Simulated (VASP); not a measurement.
# KTaO3 (P4/mmm) in VASP: notebook

KTaO3 is run at these levels: r2SCAN; tasks: single point.

All numbers are computed with VASP 6.6.1; they aren't measurements. Logs are shortened: lines on timing, memory, paths and dates and some standing lists are left out, and cuts for length are marked.

### Step 1. The cell of the first run

The structure is tetragonal, space group P4/mmm (No. 123). Conventional cell: a = 3.753 Å, b = 3.753 Å, c = 4.504 Å, α = 90.00°, β = 90.00°, γ = 90.00°. Within 3.5 Å of K (site symmetry 4/mmm) lie 12 O at 2.65 to 2.93 Å and 8 Ta at 3.48 Å. Within 2.5 Å of Ta (site symmetry 4/mmm) lie 6 O at 1.88 to 2.25 Å. O (site symmetry mmm) has 2 Ta at 1.88 Å within 2.5 Å. O (site symmetry 4/mmm) has 2 Ta at 2.25 Å and 4 K at 2.65 Å and 8 O at 2.93 Å within 3.0 Å.

### Step 2. Single point, r2SCAN

POSCAR reads:

```
KTaO3
1.0
    3.7531339940      0.0000000000      0.0000000000
    0.0000000000      3.7531339940      0.0000000000
    0.0000000000      0.0000000000      4.5037607928
K Ta O
1 1 3
Direct
    0.5000000000      0.5000000000      0.5000000000
    0.0000000000      0.0000000000      0.0000000000
    0.5000000000      0.0000000000      0.0000000000
    0.0000000000      0.5000000000      0.0000000000
    0.0000000000      0.0000000000      0.5000000000
```

INCAR.step1 reads:

```
SYSTEM = KTaO3
PREC = Accurate
ENCUT = 520
ISMEAR = 0
SIGMA = 0.05
LREAL = .FALSE.
LASPH = .TRUE.
NELM = 80
NBANDS = 27
GGA = PE
ALGO = Normal
EDIFF = 1E-4
LWAVE = .TRUE.
LCHARG = .FALSE.
```

INCAR.step2 reads:

```
SYSTEM = KTaO3
PREC = Accurate
ENCUT = 520
EDIFF = 1E-6
ISMEAR = 0
SIGMA = 0.05
LREAL = .FALSE.
LASPH = .TRUE.
NELM = 80
ALGO = Normal
ISIF = 2
LWAVE = .FALSE.
LCHARG = .FALSE.
METAGGA = R2SCAN
LMIXTAU = .TRUE.
NBANDS = 27
ISTART = 1
```

KPOINTS reads:

```
Automatic mesh
0
G
  6 6 6
  0 0 0
```

Potentials or basis: VASP PAW PBE potentials, release 64 (K_sv, Ta_pv, O).

Launch:

```console
$ cat potpaw_PBE.64/K_sv/POTCAR potpaw_PBE.64/Ta_pv/POTCAR potpaw_PBE.64/O/POTCAR > POTCAR
$ cp INCAR.step1 INCAR
$ mpirun -np 1 vasp_std > vasp.out
$ cp INCAR.step2 INCAR
$ mpirun -np 1 vasp_std > vasp.out
```

OUTCAR:

```text
SYSTEM = KTaO3
   PREC = Accurate
   ENCUT = 520
   EDIFF = 1E-6
   ISMEAR = 0
   LREAL = .FALSE.
   LASPH = .TRUE.
   NELM = 80
   ISIF = 2
   METAGGA = R2SCAN
   ISTART = 1

 ion  position               nearest neighbor table
   1  0.500  0.500  0.500-   5 2.65   5 2.65   5 2.65   5 2.65   2 3.48   2 3.48   2 3.48   2 3.48
                             2 3.48   2 3.48   2 3.48   2 3.48
   2  0.000  0.000  0.000-   3 1.88   4 1.88   4 1.88   3 1.88   5 2.25   5 2.25   1 3.48   1 3.48
                             1 3.48   1 3.48   1 3.48   1 3.48   1 3.48   1 3.48
   3  0.500  0.000  0.000-   2 1.88   2 1.88
   4  0.000  0.500  0.000-   2 1.88   2 1.88
   5  0.000  0.000  0.500-   2 2.25   2 2.25   1 2.65   1 2.65   1 2.65   1 2.65

  LATTYP: Found a simple tetragonal cell.
 ALAT       =     3.7531339940
 C/A-ratio  =     1.2000000000

  Lattice vectors:

 A1 = (   3.7531339940,   0.0000000000,   0.0000000000)
 A2 = (   0.0000000000,   3.7531339940,   0.0000000000)
 A3 = (   0.0000000000,   0.0000000000,   4.5037607928)

Analysis of symmetry for initial positions (statically):
=====================================================================
 Subroutine PRICEL returns:
 Original cell was already a primitive cell.

 Routine SETGRP: Setting up the symmetry group for a
 simple tetragonal supercell.

 Subroutine GETGRP returns: Found 16 space group operations
 (whereof 16 operations were pure point group operations)
 out of a pool of 16 trial point group operations.

The static configuration has the point symmetry D_4h.

Analysis of symmetry for dynamics (positions and initial velocities):
=====================================================================
 Subroutine PRICEL returns:
 Original cell was already a primitive cell.

 Routine SETGRP: Setting up the symmetry group for a
 simple tetragonal supercell.

 Subroutine GETGRP returns: Found 16 space group operations
 (whereof 16 operations were pure point group operations)
 out of a pool of 16 trial point group operations.

The dynamic configuration has the point symmetry D_4h.

 Subroutine INISYM returns: Found 16 space group operations
 (whereof 16 operations are pure point group operations),
 and found     1 'primitive' translations

----------------------------------------------------------------------------------------

                                     Primitive cell

  volume of cell :      63.4400

  direct lattice vectors                    reciprocal lattice vectors
     3.753133994  0.000000000  0.000000000     0.266443991  0.000000000  0.000000000
     0.000000000  3.753133994  0.000000000     0.000000000  0.266443991  0.000000000
     0.000000000  0.000000000  4.503760793     0.000000000  0.000000000  0.222036659

  length of vectors
     3.753133994  3.753133994  4.503760793     0.266443991  0.266443991  0.222036659

  position of ions in fractional coordinates (direct lattice)
     0.500000000  0.500000000  0.500000000
     0.000000000  0.000000000  0.000000000
     0.500000000  0.000000000  0.000000000
     0.000000000  0.500000000  0.000000000
     0.000000000  0.000000000  0.500000000

  ion indices of the primitive-cell ions
   primitive index   ion index
                 1           1
                 2           2
                 3           3
                 4           4
                 5           5

----------------------------------------------------------------------------------------

 KPOINTS: Automatic mesh

Automatic generation of k-mesh.
 Grid dimensions read from file:
 generate k-points for:    6    6    6

 Generating k-lattice:

  Cartesian coordinates                     Fractional coordinates (reciprocal lattice)
     0.044407332  0.000000000  0.000000000     0.166666667  0.000000000  0.000000000
     0.000000000  0.044407332  0.000000000     0.000000000  0.166666667  0.000000000
     0.000000000  0.000000000  0.037006110     0.000000000  0.000000000  0.166666667

  Length of vectors
     0.044407332  0.044407332  0.037006110

  Shift w.r.t. Gamma in fractional coordinates (k-lattice)
     0.000000000  0.000000000  0.000000000

 Subroutine IBZKPT returns following result:
 ===========================================

 Found     40 irreducible k-points:

 Following reciprocal coordinates:
            Coordinates               Weight
  0.000000  0.000000  0.000000      1.000000
  0.166667  0.000000  0.000000      4.000000
  0.333333  0.000000  0.000000      4.000000
  0.500000  0.000000  0.000000      2.000000
  0.166667  0.166667  0.000000      4.000000
  0.333333  0.166667  0.000000      8.000000
[... 16 lines left out ...]
  0.333333  0.000000  0.333333      8.000000
  0.500000  0.000000  0.333333      4.000000
 [... further k-points ...]
   k-points           NKPTS =     40   k-points in BZ     NKDIM =     40   number of bands    NBANDS=     27
   number of dos      NEDOS =    301   number of ions     NIONS =      5
   total plane-waves  NPLWV =  28224
   dimension x,y,z NGX =    28 NGY =   28 NGZ =   36
   dimension x,y,z NGXF=    56 NGYF=   56 NGZF=   72
   ions per type =               1   1   3
   NGX,Y,Z   is equivalent  to a cutoff of  12.40, 12.40, 13.29 a.u.
   NGXF,Y,Z  is equivalent  to a cutoff of  24.81, 24.81, 26.58 a.u.
 SYSTEM =  KTaO3
   PREC   = accura    normal or accurate (medium, high low for compatibility)
   ISTART =      1    job   : 0-new  1-cont  2-samecut
   ICHARG =      0    charge: 1-file 2-atom 10-const
   ISPIN  =      1    spin polarized calculation?
   LNONCOLLINEAR =      F non collinear calculations
   LSORBIT =      F    spin-orbit coupling
   LASPH  =      T    aspherical Exc in radial PAW
   ENCUT  =  520.0 eV  38.22 Ry    6.18 a.u.   6.98  6.98  8.37*2*pi/ulx,y,z
   NELM   =     80;   NELMIN=  2; NELMDL=  0     # of ELM steps
   EDIFF  = 0.1E-05   stopping-criterion for ELM
   LREAL  =      F    real-space projection
   EDIFFG = 0.1E-04   stopping-criterion for IOM
   NSW    =      0    number of steps for IOM
   IBRION =     -1    ionic relax: 0-MD 1-quasi-New 2-CG
   NFREE  =      0    steps in history (QN), initial steepest desc. (CG)
   ISIF   =      2    stress and relaxation
   ISYM   =      2    0-nonsym 1-usesym 2-fastsym
   POTIM  = 0.5000    time-step for ionic-motion
   TEBEG  =    0.0;   TEEND  =   0.0 temperature during run
   PSTRESS=    0.0 pullay stress
   NELECT =      38.0000    total number of electrons
   NUPDOWN=      -1.0000    fix difference up-down
   EMIN   =  10.00;   EMAX   =-10.00  energy-range for DOS
   EFERMI =   0.00;   METHOD = LEGACY
   ISMEAR =     0;   SIGMA  =   0.05  broadening in eV -4-tet -1-fermi 0-gaus
   EFERMI_NEDOS =   21; number of points for ismear=-14 and -15
   IALGO  =     38    algorithm
   IMIX   =      4    mixing-type and parameters
     AMIX     =   0.40;   BMIX     =  1.00
     AMIX_MAG =   1.60;   BMIX_MAG =  1.00
  volume/ion in A,a.u.               =      12.69        85.62
  Fermi-wavevector in a.u.,A,eV,Ry     =   1.380008  2.607837 25.911228  1.904422
  Thomas-Fermi vector in A             =   2.504925
   LORBIT       =      0    0 simple, 1 ext, 2 COOP (PROOUT), +10 PAW based schemes
   METAGGA = R2SCAN    functional components
   LHFCALC =     F    Hartree Fock is set to
   AEXX    =    0.0000 exact exchange contribution
   IVDW    =     0    specifies the selected vdW correction
   LEPSILON=     F    determine dielectric tensor
   LRPA    =     F    only Hartree local field effects (RPA)
 non-spin polarized calculation
 Gauss-broadening in eV      SIGMA  =   0.05
  energy-cutoff  :      520.00
  volume of cell :       63.44
 maximum number of plane-waves:      1726
 NGX is ok and might be reduce to    28

 number of electron      37.9999973 magnetization

 Free energy of the ion-electron system (eV)
  ---------------------------------------------------
  ext. energy  EPLUGINS =         0.00000000
  ---------------------------------------------------
  free energy    TOTEN  =       -85.65242429 eV

  energy without entropy =      -85.65242429  energy(sigma->0) =      -85.65242429

 E-fermi :   1.9326     XC(G=0): -11.5347

 val. band max:        1.7235780983   @ k =   0.5000   0.5000   0.5000
 cond. band min:       3.9110256042   @ k =   0.0000   0.0000   0.0000
 fundamental gap:      2.1874475059
 Fermi energy:         1.9325702316

 k-point     1 :       0.0000    0.0000    0.0000
  band No.  band energies     occupation
      1     -33.9782      2.00000
      2     -33.9782      2.00000
      3     -33.7798      2.00000
      4     -26.8693      2.00000
      5     -18.0419      2.00000
      6     -17.5387      2.00000
[... 19 lines left out ...]
     26      10.1700      0.00000
     27      10.8939      0.00000

 k-point     2 :       0.1667    0.0000    0.0000
  band No.  band energies     occupation
      1     -34.0339      2.00000
      2     -33.9761      2.00000
      3     -33.7777      2.00000
      4     -26.8586      2.00000
      5     -17.8898      2.00000
      6     -17.2718      2.00000
[... 19 lines left out ...]
     26      11.1092      0.00000
     27      11.5105      0.00000

 k-point     3 :       0.3333    0.0000    0.0000
  band No.  band energies     occupation
      1     -34.1425      2.00000
      2     -33.9720      2.00000
      3     -33.7733      2.00000
      4     -26.8370      2.00000
      5     -17.8102      2.00000
      6     -16.3873      2.00000
[... 19 lines left out ...]
     26      11.9240      0.00000
     27      12.8294      0.00000

 k-point     4 :       0.5000    0.0000    0.0000
  band No.  band energies     occupation
      1     -34.1954      2.00000
      2     -33.9699      2.00000
      3     -33.7711      2.00000
      4     -26.8263      2.00000
      5     -17.7987      2.00000
      6     -15.8169      2.00000
[... 19 lines left out ...]
     26      12.2343      0.00000
     27      12.6340      0.00000
[... 516 lines left out ...]
      4     -26.8506      2.00000
      5     -17.9110      2.00000
      6     -17.2755      2.00000
[... 19 lines left out ...]
     26      11.5897      0.00000
     27      11.8939      0.00000

 k-point    23 :       0.3333    0.0000    0.3333
  band No.  band energies     occupation
      1     -34.1417      2.00000
      2     -33.9716      2.00000
      3     -33.7870      2.00000
      4     -26.8332      2.00000
      5     -17.7974      2.00000
      6     -16.4071      2.00000
[... 19 lines left out ...]
     26      12.4959      0.00000
     27      12.8837      0.00000

 k-point    24 :       0.5000    0.0000    0.3333
  band No.  band energies     occupation
      1     -34.1945      2.00000
      2     -33.9696      2.00000
      3     -33.7847      2.00000
      4     -26.8244      2.00000
      5     -17.7725      2.00000
      6     -15.8461      2.00000
[... 19 lines left out ...]
     26      12.5891      0.00000
     27      12.8470      0.00000

 [... further k-points ...]
[... 5 lines left out ...]
  --------------------------------------------------------------------------------------
  -------------------------------------------------------------------------------------
  Total       13.4140170     13.4140170    -10.5262170      0.0000000      0.0000000      0.0000000
  in kB      338.7708065    338.7708065   -265.8394592      0.0000000      0.0000000      0.0000000
  external PRESSURE =     137.2340513 kB  Pullay stress =       0.0000000 kB

 VOLUME and BASIS-vectors are now :
 -----------------------------------------------------------------------------
  energy-cutoff  :      520.00
  volume of cell :       63.44
      direct lattice vectors                 reciprocal lattice vectors
     3.753133994  0.000000000  0.000000000     0.266443991  0.000000000  0.000000000
     0.000000000  3.753133994  0.000000000     0.000000000  0.266443991  0.000000000
     0.000000000  0.000000000  4.503760793     0.000000000  0.000000000  0.222036659

 POSITION                                       TOTAL-FORCE (eV/Angst)
 -----------------------------------------------------------------------------------
      1.87657      1.87657      2.25188         0.000000      0.000000      0.000000
      0.00000      0.00000      0.00000         0.000000      0.000000      0.000000
      1.87657      0.00000      0.00000         0.000000      0.000000      0.000000
      0.00000      1.87657      0.00000         0.000000      0.000000      0.000000
      0.00000      0.00000      2.25188         0.000000      0.000000      0.000000
 -----------------------------------------------------------------------------------
    total drift:                                0.000000      0.000000     -0.000000

  FREE ENERGIE OF THE ION-ELECTRON SYSTEM (eV)
  ---------------------------------------------------
  free  energy   TOTEN  =       -85.6524242928 eV

  energy  without entropy=      -85.6524242928  energy(sigma->0) =      -85.65242429
```

Wall time 1.7 min (1 thread of Intel Xeon 6975P-C (Granite Rapids), shared host); peak memory 0.21 GiB.

Results:

- Free energy: -85.6524 eV
- Pressure: 13.7 GPa
- Band gap on the k mesh: 2.19 eV, indirect (least direct gap 2.42 eV)

Levels at points of the mesh, in eV from the valence-band top:
```
           k point  band 17  band 18  band 19  band 20  band 21  band 22
(0.00, 0.00, 0.00)    -0.84    -0.23    -0.23     2.19     2.19     2.40
(0.50, 0.00, 0.00)    -1.22    -1.02    -0.63     2.41     4.89     5.98
(0.50, 0.50, 0.00)    -0.57    -0.54    -0.54     5.29     6.02     6.02
(0.00, 0.00, 0.50)    -1.43    -1.08    -1.08     2.45     3.78     3.78
(0.50, 0.00, 0.50)    -2.01    -1.53    -0.36     3.85     5.98     6.43
(0.50, 0.50, 0.50)    -0.56     0.00     0.00     6.57     6.57     7.85
```

Caveat: the PAW data sets were made with another functional, which shifts forces and pressure a little; spin-orbit coupling is left out, which moves the levels of the heavy elements. A k mesh can miss the band edges.

### Step 3. Single point, r2SCAN

This run uses another cell than the first one, of the same volume but with other edges.

Changes to POSCAR since step 2:

```diff
@@ -2,5 +2,5 @@
 1.0
-    3.7531339940      0.0000000000      0.0000000000
-    0.0000000000      3.7531339940      0.0000000000
-    0.0000000000      0.0000000000      4.5037607928
+    4.3326767065      0.0000000000      0.0000000000
+    0.0000000000      4.3326767065      0.0000000000
+    0.0000000000      0.0000000000      3.3794878311
 K Ta O
```

INCAR.step1 reads:

```
ALGO     = Normal         # electronic algorithm
EDIFF    = 1E-4           # SCF threshold, eV
ENCUT    = 520            # plane-wave cutoff, eV
GGA      = PE             # functional
ISMEAR   = 0              # smearing method
LASPH    = True           # aspherical terms in the spheres
LCHARG   = False          # write CHGCAR
LREAL    = False          # projectors in reciprocal space
LWAVE    = True           # write WAVECAR
NBANDS   = 27             # bands
NELM     = 60             # most SCF steps
PREC     = Accurate       # precision mode
SIGMA    = 0.05           # smearing width, eV
```

INCAR.step2 reads:

```
ALGO     = Normal         # electronic algorithm
EDIFF    = 1E-6           # SCF threshold, eV
ENCUT    = 520            # plane-wave cutoff, eV
ISIF     = 2              # what is computed and relaxed
ISMEAR   = 0              # smearing method
ISTART   = 1            
LASPH    = True           # aspherical terms in the spheres
LCHARG   = True           # write CHGCAR
LELF     = True           # ELF
LMIXTAU  = True         
LREAL    = False          # projectors in reciprocal space
LVHAR    = True         
LWAVE    = False          # write WAVECAR
METAGGA  = R2SCAN         # meta-GGA
NBANDS   = 27             # bands
NELM     = 60             # most SCF steps
PREC     = Accurate       # precision mode
SIGMA    = 0.05           # smearing width, eV
```

KPOINTS reads:

```
k-points
0
Gamma
  6 6 6
```

Potentials or basis: VASP PAW PBE potentials, release 64 (K_sv, Ta_pv, O).

Launch:

```console
$ cat potpaw_PBE.64/K_sv/POTCAR potpaw_PBE.64/Ta_pv/POTCAR potpaw_PBE.64/O/POTCAR > POTCAR
$ cp INCAR.step1 INCAR
$ mpirun -np 1 vasp_std > vasp.out
$ cp INCAR.step2 INCAR
$ mpirun -np 1 vasp_std > vasp.out
```

It took 81 s on 1 thread of Intel Xeon 6975P-C (Granite Rapids), shared host; peak memory 0.22 GiB.

The run converged. Its results:

```
Free energy            : -82.9501 eV
Pressure               : 28.5 GPa
Band gap on the k mesh : 2.00 eV, indirect (least direct gap 2.17 eV)
```

Stress tensor (GPa, compression positive):
```
-21.42   0.00   0.00
  0.00 -21.42   0.00
  0.00   0.00 128.30
```

Levels at points of the mesh, in eV from the valence-band top:
```
           k point  band 16  band 17  band 18  band 19  band 20  band 21  band 22  band 23
(0.00, 0.00, 0.00)    -0.53    -0.53    -0.26    -0.17     2.00     2.45     2.45     5.08
(0.50, 0.00, 0.00)    -1.31    -1.28    -1.09    -0.32     2.51     4.15     4.17     5.43
(0.50, 0.50, 0.00)    -1.46    -1.46    -0.84    -0.18     4.18     4.18     5.12     9.33
(0.00, 0.00, 0.50)    -1.89    -1.46    -0.76    -0.76     2.50     5.25     7.39     8.11
(0.50, 0.00, 0.50)    -1.69    -1.18    -0.83    -0.64     4.35     6.06     8.04     8.63
(0.50, 0.50, 0.50)    -2.54    -0.36    -0.36     0.00     5.38     8.50     8.70     8.70
```

Caveat: the PAW data sets were made with another functional, which shifts forces and pressure a little; spin-orbit coupling is left out, which moves the levels of the heavy elements. A k mesh can miss the band edges.

(Part 1 of 2 ends here.)
